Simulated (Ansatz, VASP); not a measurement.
B5Ru3 in VASP and in Ansatz

```
B Ru
1.0
     2.91674   -0.00023   -0.00018
    -1.45856    2.52603    0.00022
    -0.00044    0.00038   10.11531
B Ru
5 3
Direct
  0.33333 0.66667 0.64230
  0.66660 0.33335 0.71631
  0.33337 0.66667 0.35770
  0.66664 0.33332 0.28368
  0.99998 0.99998 0.00000
  0.33338 0.66671 0.85851
  0.33338 0.66667 0.14149
  0.66666 0.33330 0.50000
```

Change from the starting cell: cell x1, atoms moved at random (sigma 0.1 Å) and cell strained at random (1.5 %), then relaxed without symmetry.

Alike in both runs: functional PBE; k mesh 12 × 12 × 2; occupations gaussian, width 0.2 eV; no spin polarisation.

Ansatz relaxed the structure, and its values are those at the end. VASP's run is a single point on that final structure, the one shown.

|  | VASP | Ansatz |
| --- | --- | --- |
| version | VASP 6.6.1 | Ansatz 0.2.0 |
| potentials or method | VASP PAW PBE potentials, release 64 (B, Ru_pv), cutoff 520 eV | scalar-relativistic, plane waves, PAW |
| valence electrons in the cell | 57 | 63 |

```tsv
	VASP	Ansatz	Ansatz less VASP
gap on the k mesh at the Fermi level (eV)	none	none	-
pressure (GPa)	0.1	0.1	-0.02
```

A gap of «none» marks a metal or a gap that the smearing closes. VASP's potentials hold 57 valence electrons a cell and Ansatz's 63, so a difference there can come from the potentials and not from the codes.
